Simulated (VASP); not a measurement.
# TiTe2 (P-3m1) in VASP: notebook

The runs below take TiTe2 through single point, with PBE.

Everything below comes from runs of VASP 6.6.1. Logs are shortened: lines on timing, memory, paths and dates and some standing lists are left out, and cuts for length are marked.

**1. The cell of the first run**

Symmetry: P-3m1, No. 164, trigonal system. The conventional cell has a = 3.777 Å, b = 3.777 Å, c = 6.498 Å, α = 90.00°, β = 90.00°, γ = 120.00°. Within 3.7 Å of Ti (site symmetry -3m) lie 6 Te at 2.77 Å. Within 3.7 Å of Te (site symmetry 3m) lie 3 Ti at 2.77 Å.

**2. Single point, PBE**

The input, INCAR:

```
PREC = Accurate ; ENCUT = 520
EDIFF = 1E-6 ; ISMEAR = 1
SIGMA = 0.1 ; LREAL = F
LASPH = T ; NELM = 60
ALGO = Normal ; ISIF = 2
LWAVE = F ; LCHARG = F
GGA = PE ; NBANDS = 19
```

The input, KPOINTS:

```
Automatic mesh
0
Gamma
  4 4 2
```

The input, POSCAR:

```
TiTe2
1.0
    3.7770000000      0.0000000000      0.0000000000
   -1.8885000000      3.2709779500      0.0000000000
    0.0000000000      0.0000000000      6.4980000000
Ti Te
1 2
Direct
    0.0000000000      0.0000000000      0.0000000000
    0.6666666667      0.3333333333      0.2628000000
    0.3333333333      0.6666666667      0.7372000000
```

Potentials or basis: VASP PAW PBE potentials, release 64 (Ti_sv, Te).

Run with:

```console
cat potpaw_PBE.64/Ti_sv/POTCAR potpaw_PBE.64/Te/POTCAR > POTCAR
mpirun -np 1 vasp_std > vasp.out
```

OUTCAR:

```text
PREC = Accurate
   ENCUT = 520
   EDIFF = 1E-6
   ISMEAR = 1
   LREAL = F
   LASPH = T
   NELM = 60
   ISIF = 2
   GGA = PE

 ion  position               nearest neighbor table
   1  0.000  0.000  0.000-   2 2.77   3 2.77   3 2.77   2 2.77   2 2.77   3 2.77
   2  0.667  0.333  0.263-   1 2.77   1 2.77   1 2.77
   3  0.333  0.667  0.737-   1 2.77   1 2.77   1 2.77

  LATTYP: Found a hexagonal cell.
 ALAT       =     3.7770000000
 C/A-ratio  =     1.7204130262

  Lattice vectors:

 A1 = (   3.7770000000,   0.0000000000,   0.0000000000)
 A2 = (  -1.8885000000,   3.2709779500,   0.0000000000)
 A3 = (   0.0000000000,   0.0000000000,   6.4980000000)

Analysis of symmetry for initial positions (statically):
=====================================================================
 Subroutine PRICEL returns:
 Original cell was already a primitive cell.

 Routine SETGRP: Setting up the symmetry group for a
 hexagonal supercell.

 Subroutine GETGRP returns: Found 12 space group operations
 (whereof 12 operations were pure point group operations)
 out of a pool of 24 trial point group operations.

The static configuration has the point symmetry D_3d.

Analysis of symmetry for dynamics (positions and initial velocities):
=====================================================================
 Subroutine PRICEL returns:
 Original cell was already a primitive cell.

 Routine SETGRP: Setting up the symmetry group for a
 hexagonal supercell.

 Subroutine GETGRP returns: Found 12 space group operations
 (whereof 12 operations were pure point group operations)
 out of a pool of 24 trial point group operations.

The dynamic configuration has the point symmetry D_3d.

 Subroutine INISYM returns: Found 12 space group operations
 (whereof 12 operations are pure point group operations),
 and found     1 'primitive' translations

----------------------------------------------------------------------------------------

                                     Primitive cell

  volume of cell :      80.2794

  direct lattice vectors                    reciprocal lattice vectors
     3.777000000  0.000000000  0.000000000     0.264760392  0.152859484  0.000000000
    -1.888500000  3.270977950  0.000000000     0.000000000  0.305718967  0.000000000
     0.000000000  0.000000000  6.498000000     0.000000000  0.000000000  0.153893506

  length of vectors
     3.777000000  3.777000000  6.498000000     0.305718967  0.305718967  0.153893506

  position of ions in fractional coordinates (direct lattice)
     0.000000000  0.000000000  0.000000000
     0.666666667  0.333333333  0.262800000
     0.333333333  0.666666667  0.737200000

  ion indices of the primitive-cell ions
   primitive index   ion index
                 1           1
                 2           2
                 3           3

----------------------------------------------------------------------------------------

 KPOINTS: Automatic mesh

Automatic generation of k-mesh.
 Grid dimensions read from file:
 generate k-points for:    4    4    2

 Generating k-lattice:

  Cartesian coordinates                     Fractional coordinates (reciprocal lattice)
     0.066190098  0.038214871  0.000000000     0.250000000 -0.000000000  0.000000000
     0.000000000  0.076429742  0.000000000     0.000000000  0.250000000  0.000000000
     0.000000000  0.000000000  0.076946753     0.000000000  0.000000000  0.500000000

  Length of vectors
     0.076429742  0.076429742  0.076946753

  Shift w.r.t. Gamma in fractional coordinates (k-lattice)
     0.000000000  0.000000000  0.000000000

 Subroutine IBZKPT returns following result:
 ===========================================

 Found      8 irreducible k-points:

 Following reciprocal coordinates:
            Coordinates               Weight
  0.000000  0.000000  0.000000      1.000000
  0.250000  0.000000  0.000000      6.000000
  0.500000  0.000000  0.000000      3.000000
  0.250000  0.250000  0.000000      6.000000
  0.000000  0.000000  0.500000      1.000000
  0.250000  0.000000  0.500000      6.000000
  0.500000  0.000000  0.500000      3.000000
  0.250000  0.250000  0.500000      6.000000
   k-points           NKPTS =      8   k-points in BZ     NKDIM =      8   number of bands    NBANDS=     19
   number of dos      NEDOS =    301   number of ions     NIONS =      3
   total plane-waves  NPLWV =  37632
   dimension x,y,z NGX =    28 NGY =   28 NGZ =   48
   dimension x,y,z NGXF=    56 NGYF=   56 NGZF=   96
   ions per type =               1   2
   NGX,Y,Z   is equivalent  to a cutoff of  12.32, 12.32, 12.28 a.u.
   NGXF,Y,Z  is equivalent  to a cutoff of  24.65, 24.65, 24.56 a.u.
 SYSTEM =  unknown system
   PREC   = accura    normal or accurate (medium, high low for compatibility)
   ISTART =      0    job   : 0-new  1-cont  2-samecut
   ICHARG =      2    charge: 1-file 2-atom 10-const
   ISPIN  =      1    spin polarized calculation?
   LNONCOLLINEAR =      F non collinear calculations
   LSORBIT =      F    spin-orbit coupling
   LASPH  =      T    aspherical Exc in radial PAW
   ENCUT  =  520.0 eV  38.22 Ry    6.18 a.u.   7.02  7.02 12.08*2*pi/ulx,y,z
   NELM   =     60;   NELMIN=  2; NELMDL= -5     # of ELM steps
   EDIFF  = 0.1E-05   stopping-criterion for ELM
   LREAL  =      F    real-space projection
   EDIFFG = 0.1E-04   stopping-criterion for IOM
   NSW    =      0    number of steps for IOM
   IBRION =     -1    ionic relax: 0-MD 1-quasi-New 2-CG
   NFREE  =      0    steps in history (QN), initial steepest desc. (CG)
   ISIF   =      2    stress and relaxation
   ISYM   =      2    0-nonsym 1-usesym 2-fastsym
   POTIM  = 0.5000    time-step for ionic-motion
   TEBEG  =    0.0;   TEEND  =   0.0 temperature during run
   PSTRESS=    0.0 pullay stress
   NELECT =      24.0000    total number of electrons
   NUPDOWN=      -1.0000    fix difference up-down
   EMIN   =  10.00;   EMAX   =-10.00  energy-range for DOS
   EFERMI =   0.00;   METHOD = LEGACY
   ISMEAR =     1;   SIGMA  =   0.10  broadening in eV -4-tet -1-fermi 0-gaus
   EFERMI_NEDOS =   21; number of points for ismear=-14 and -15
   IALGO  =     38    algorithm
   IMIX   =      4    mixing-type and parameters
     AMIX     =   0.40;   BMIX     =  1.00
     AMIX_MAG =   1.60;   BMIX_MAG =  1.00
  volume/ion in A,a.u.               =      26.76       180.58
  Fermi-wavevector in a.u.,A,eV,Ry     =   1.094655  2.068597 16.303438  1.198269
  Thomas-Fermi vector in A             =   2.230964
   LORBIT       =      0    0 simple, 1 ext, 2 COOP (PROOUT), +10 PAW based schemes
   GGA     = PE    functional components
   LHFCALC =     F    Hartree Fock is set to
   AEXX    =    0.0000 exact exchange contribution
   IVDW    =     0    specifies the selected vdW correction
   LEPSILON=     F    determine dielectric tensor
   LRPA    =     F    only Hartree local field effects (RPA)
 non-spin polarized calculation
 Methfessel and Paxton  Order N= 1 SIGMA  =   0.10
  energy-cutoff  :      520.00
  volume of cell :       80.28
 maximum number of plane-waves:      2175
 NGX is ok and might be reduce to    28
   NGX = 13   NGY = 13   NGZ = 25

 number of electron      23.9999998 magnetization

 Free energy of the ion-electron system (eV)
  ---------------------------------------------------
  ext. energy  EPLUGINS =         0.00000000
  ---------------------------------------------------
  free energy    TOTEN  =       -16.15332830 eV

  energy without entropy =      -16.15372194  energy(sigma->0) =      -16.15345951

 E-fermi :   6.8614     XC(G=0):  -9.8600

 val. band max:        6.8324274581   @ k =   0.5000   0.0000   0.0000
 cond. band min:       7.0040710807   @ k =   0.2500   0.0000   0.0000
 fundamental gap:      0.1716436227
 Fermi energy:         6.8614300279

 k-point     1 :       0.0000    0.0000    0.0000
  band No.  band energies     occupation
      1     -50.6590      2.00000
      2     -26.9106      2.00000
      3     -26.9008      2.00000
      4     -26.9008      2.00000
      5      -5.5824      2.00000
      6      -4.0822      2.00000
[... 11 lines left out ...]
     18      11.9274      0.00000
     19      12.7584      0.00000

 k-point     2 :       0.2500    0.0000    0.0000
  band No.  band energies     occupation
      1     -50.6575      2.00000
      2     -26.9218      2.00000
      3     -26.9058      2.00000
      4     -26.9057      2.00000
      5      -4.9315      2.00000
      6      -3.7765      2.00000
[... 11 lines left out ...]
     18      12.5729      0.00000
     19      13.3563      0.00000

 k-point     3 :       0.5000    0.0000    0.0000
  band No.  band energies     occupation
      1     -50.6560      2.00000
      2     -26.9425      2.00000
      3     -26.9104      2.00000
      4     -26.9009      2.00000
      5      -3.8230      2.00000
      6      -3.6314      2.00000
[... 11 lines left out ...]
     18      12.1516      0.00000
     19      12.4344      0.00000

 k-point     4 :       0.2500    0.2500    0.0000
  band No.  band energies     occupation
      1     -50.6560      2.00000
      2     -26.9345      2.00000
      3     -26.9185      2.00000
      4     -26.9010      2.00000
      5      -3.9775      2.00000
      6      -3.4912      2.00000
[... 11 lines left out ...]
     18      11.3603      0.00000
     19      14.4663      0.00000

 k-point     5 :       0.0000    0.0000    0.5000
  band No.  band energies     occupation
      1     -50.6590      2.00000
      2     -26.9107      2.00000
      3     -26.9009      2.00000
      4     -26.9009      2.00000
      5      -5.0705      2.00000
      6      -4.8459      2.00000
[... 11 lines left out ...]
     18      12.3653      0.00000
     19      13.7384      0.00000

 k-point     6 :       0.2500    0.0000    0.5000
  band No.  band energies     occupation
      1     -50.6575      2.00000
      2     -26.9218      2.00000
      3     -26.9058      2.00000
      4     -26.9057      2.00000
      5      -4.4727      2.00000
      6      -4.3809      2.00000
[... 11 lines left out ...]
     18      12.2494      0.00000
     19      12.9250      0.00000

 k-point     7 :       0.5000    0.0000    0.5000
  band No.  band energies     occupation
      1     -50.6560      2.00000
      2     -26.9425      2.00000
      3     -26.9104      2.00000
      4     -26.9009      2.00000
      5      -3.8410      2.00000
      6      -3.5788      2.00000
[... 11 lines left out ...]
     18      10.9786      0.00000
     19      11.4546      0.00000

 k-point     8 :       0.2500    0.2500    0.5000
  band No.  band energies     occupation
      1     -50.6560      2.00000
      2     -26.9345      2.00000
      3     -26.9185      2.00000
      4     -26.9010      2.00000
      5      -3.7776      2.00000
      6      -3.6989      2.00000
[... 11 lines left out ...]
     18      12.5742      0.00000
     19      12.6639      0.00000

------------------------ aborting loop because EDIFF is reached ----------------------------------------

  FORCE on cell =-STRESS in cart. coord.  units (eV):
  Direction    XX          YY          ZZ          XY          YZ          ZX
  --------------------------------------------------------------------------------------
  -------------------------------------------------------------------------------------
  Total        0.3961630      0.3961630      0.6495902      0.0000000      0.0000000     -0.0000000
  in kB        7.9064248      7.9064248     12.9642001      0.0000000      0.0000000     -0.0000000
  external PRESSURE =       9.5923499 kB  Pullay stress =       0.0000000 kB

 VOLUME and BASIS-vectors are now :
 -----------------------------------------------------------------------------
  energy-cutoff  :      520.00
  volume of cell :       80.28
      direct lattice vectors                 reciprocal lattice vectors
     3.777000000  0.000000000  0.000000000     0.264760392  0.152859484  0.000000000
    -1.888500000  3.270977950  0.000000000     0.000000000  0.305718967  0.000000000
     0.000000000  0.000000000  6.498000000     0.000000000  0.000000000  0.153893506

 POSITION                                       TOTAL-FORCE (eV/Angst)
 -----------------------------------------------------------------------------------
      0.00000      0.00000      0.00000         0.000000      0.000000      0.000000
      1.88850      1.09033      1.70767         0.000000     -0.000000      0.010824
     -0.00000      2.18065      4.79033        -0.000000      0.000000     -0.010824
 -----------------------------------------------------------------------------------
    total drift:                                0.000000     -0.000000      0.000000

  FREE ENERGIE OF THE ION-ELECTRON SYSTEM (eV)
  ---------------------------------------------------
  free  energy   TOTEN  =       -16.1533282951 eV

  energy  without entropy=      -16.1537219399  energy(sigma->0) =      -16.15345951
```

It took 16 s on 1 thread of Intel Xeon Platinum 8259CL at 2.50GHz (Skylake/Cascade Lake), shared host; peak memory 0.18 GiB.

Results:

```yaml
Free_energy: -16.1533 eV
Pressure: 1.0 GPa
Largest_force: 0.011 eV/Å
Band_gap_on_the_k_mesh: zero (band 12 reaches 7.21 eV, above the bottom of band 13 at 6.55 eV)
```

Forces on the atoms (eV/Å):
```
Ti   0.000  0.000  0.000
Te   0.000  0.000  0.011
Te   0.000  0.000 -0.011
```

Levels at points of the mesh, in eV from the Fermi level:
| k point | band 8 | band 9 | band 10 | band 11 | band 12 | band 13 | band 14 | band 15 | band 16 | band 17 |
| --- | --- | --- | --- | --- | --- | --- | --- | --- | --- | --- |
| (0.00, 0.00, 0.00) | -1.72 | -1.72 | 0.29 | 0.35 | 0.35 | 0.54 | 1.02 | 1.02 | 3.02 | 3.02 |
| (0.50, 0.00, 0.00) | -3.74 | -2.75 | -2.43 | -1.80 | -1.18 | -0.03 | 1.12 | 1.43 | 2.37 | 3.30 |
| (0.00, 0.00, 0.50) | -2.68 | -1.65 | -1.65 | 0.34 | 0.34 | 0.71 | 0.71 | 0.96 | 3.45 | 3.45 |
| (0.50, 0.00, 0.50) | -4.58 | -2.45 | -2.07 | -1.01 | -0.65 | -0.31 | 1.12 | 1.41 | 2.56 | 3.44 |

Caveat: the k points lie up to 0.48 Å⁻¹ apart; spin-orbit coupling is left out, which moves the levels of the heavy elements; this functional lacks dispersion, which binds the layers, so the pressure and a relaxed spacing across them are unreliable.

**3. Single point, PBE**

The input, INCAR:

```
SYSTEM = TiTe2
ALGO = Normal ; EDIFF = 1E-7
ENCUT = 520 ; GGA = PE
ISIF = 2 ; ISMEAR = 1
LASPH = .True. ; LCHARG = .False.
LREAL = .False. ; LWAVE = .False.
NBANDS = 19 ; NELM = 100
PREC = Accurate ; SIGMA = 0.1
```

The input, KPOINTS:

```
k-points
0
Gamma
  6 6 3
  0 0 0
```

POSCAR is that of step 2.

Potentials or basis: VASP PAW PBE potentials, release 64 (Ti_sv, Te).

Run with:

```console
cat potpaw_PBE.64/Ti_sv/POTCAR potpaw_PBE.64/Te/POTCAR > POTCAR
mpirun -np 1 vasp_std > vasp.out
```

Wall time 29 s (1 thread of Intel Xeon Platinum 8259CL at 2.50GHz (Skylake/Cascade Lake), shared host); peak memory 0.19 GiB.

Results (log left out):

```
Free energy            : -16.2020 eV
Pressure               : 0.7 GPa
Largest force          : 0.049 eV/Å
Band gap on the k mesh : zero (band 12 reaches 7.24 eV, above the bottom of band 13 at 6.72 eV)
```

Forces in eV/Å, atoms in the order of the input:
```
Ti   0.000  0.000  0.000
Te   0.000  0.000 -0.049
Te   0.000  0.000  0.049
```

Stress tensor (GPa, compression positive):
```
0.71 0.00 0.00
0.00 0.71 0.00
0.00 0.00 0.63
```

Levels at points of the mesh, in eV from the Fermi level:
```csv
k point,band 10,band 11,band 12,band 13,band 14,band 15
"(0.00, 0.00, 0.00)",0.35,0.40,0.40,0.54,1.05,1.05
"(0.50, 0.00, 0.00)",-2.42,-1.76,-1.16,0.02,1.16,1.48
```

Caveat: spin-orbit coupling is left out, which moves the levels of the heavy elements; this functional lacks dispersion, which binds the layers, so the pressure and a relaxed spacing across them are unreliable.

**4. Single point, PBE**

The input, INCAR:

```
ALGO = Normal ; EDIFF = 1E-6
ENCUT = 520 ; GGA = PE
ISIF = 2 ; ISMEAR = 1
LASPH = T ; LCHARG = F
LREAL = F ; LWAVE = F
NBANDS = 19 ; NELM = 60
PREC = Accurate ; SIGMA = 0.1
```

The input, KPOINTS:

```
k-points
0
Gamma
  7 7 4
```

POSCAR is that of step 3.

Run with:

```console
cat potpaw_PBE.64/Ti_sv/POTCAR potpaw_PBE.64/Te/POTCAR > POTCAR
mpirun -np 1 vasp_std > vasp.out
```

Wall time 50 s (1 thread of Intel Xeon Platinum 8259CL at 2.50GHz (Skylake/Cascade Lake), shared host); peak memory 0.2 GiB.

The run converged. Its results:

- Free energy: -16.2093 eV
- Pressure: 0.9 GPa
- Largest force: 0.017 eV/Å
- Band gap on the k mesh: zero (band 12 reaches 7.21 eV, above the bottom of band 13 at 6.64 eV)

Forces in eV/Å, atoms in the order of the input:
```
Ti   0.000  0.000  0.000
Te   0.000  0.000 -0.017
Te   0.000  0.000  0.017
```

Stress tensor (GPa, compression positive):
```
0.80 0.00 0.00
0.00 0.80 0.00
0.00 0.00 0.98
```

Levels at points of the mesh, in eV from the Fermi level:
```
           k point  band 9  band 10  band 11  band 12  band 13  band 14  band 15  band 16
(0.00, 0.00, 0.00)   -1.65     0.37     0.42     0.42     0.60     1.10     1.10     3.09
(0.00, 0.00, 0.50)   -1.58    -1.58     0.41     0.41     0.78     0.78     1.05     3.52
```

Caveat: spin-orbit coupling is left out, which moves the levels of the heavy elements; this functional lacks dispersion, which binds the layers, so the pressure and a relaxed spacing across them are unreliable.

**5. Single point, PBE**

The input, INCAR:

```
SYSTEM = TiTe2
ALGO = Normal
EDIFF = 1E-7
ENCUT = 520
GGA = PE
ISIF = 2
ISMEAR = 1
LASPH = .True.
LCHARG = .False.
LREAL = .False.
LWAVE = .False.
NBANDS = 19
NELM = 80
PREC = Accurate
SIGMA = 0.1
```

The input, KPOINTS:

```
k-points
0
Gamma
  9 9 5
  0 0 0
```

POSCAR is that of step 4.

Run with:

```console
cat potpaw_PBE.64/Ti_sv/POTCAR potpaw_PBE.64/Te/POTCAR > POTCAR
mpirun -np 1 vasp_std > vasp.out
```

Wall time 74 s (1 thread of Intel Xeon Platinum 8259CL at 2.50GHz (Skylake/Cascade Lake), shared host); peak memory 0.23 GiB.

The run converged. Its results:

```
Free energy            : -16.2070 eV
Pressure               : 0.9 GPa
Largest force          : 0.031 eV/Å
Band gap on the k mesh : zero (band 12 reaches 7.21 eV, above the bottom of band 13 at 6.57 eV)
```

Forces on the atoms (eV/Å):
```
Ti   0.000  0.000  0.000
Te   0.000  0.000  0.031
Te   0.000  0.000 -0.031
```

Stress tensor (GPa, compression positive):
```
0.61 0.00 0.00
0.00 0.61 0.00
0.00 0.00 1.40
```

Levels at points of the mesh, in eV from the Fermi level:
| k point | band 8 | band 9 | band 10 | band 11 | band 12 | band 13 | band 14 | band 15 | band 16 | band 17 |
| --- | --- | --- | --- | --- | --- | --- | --- | --- | --- | --- |
| (0.00, 0.00, 0.00) | -1.68 | -1.68 | 0.35 | 0.39 | 0.39 | 0.58 | 1.07 | 1.07 | 3.06 | 3.06 |

Caveat: spin-orbit coupling is left out, which moves the levels of the heavy elements; this functional lacks dispersion, which binds the layers, so the pressure and a relaxed spacing across them are unreliable.

**6. Summary**

| k mesh | gap on the mesh (eV) | pressure (GPa) | largest force (eV/Å) |
| --- | --- | --- | --- |
| 4 × 4 × 2 | none | 1.0 | 0.01 |
| 6 × 6 × 3 | none | 0.7 | 0.05 |
| 7 × 7 × 4 | none | 0.9 | 0.02 |
| 9 × 9 × 5 | none | 0.9 | 0.03 |

Alike in all rows: task single point; level PBE; potentials or basis VASP PAW PBE potentials, release 64 (Ti_sv, Te); no spin polarisation; cell as given; cutoff (eV) 520; smearing methfessel-paxton 0.1 eV.

Caveats: some runs use coarse meshes; spin-orbit coupling is left out, which moves the levels of the heavy elements; this functional lacks dispersion, which binds the layers, so the pressure and a relaxed spacing across them are unreliable.

Absolute energies hang on the potentials; compare differences alone.
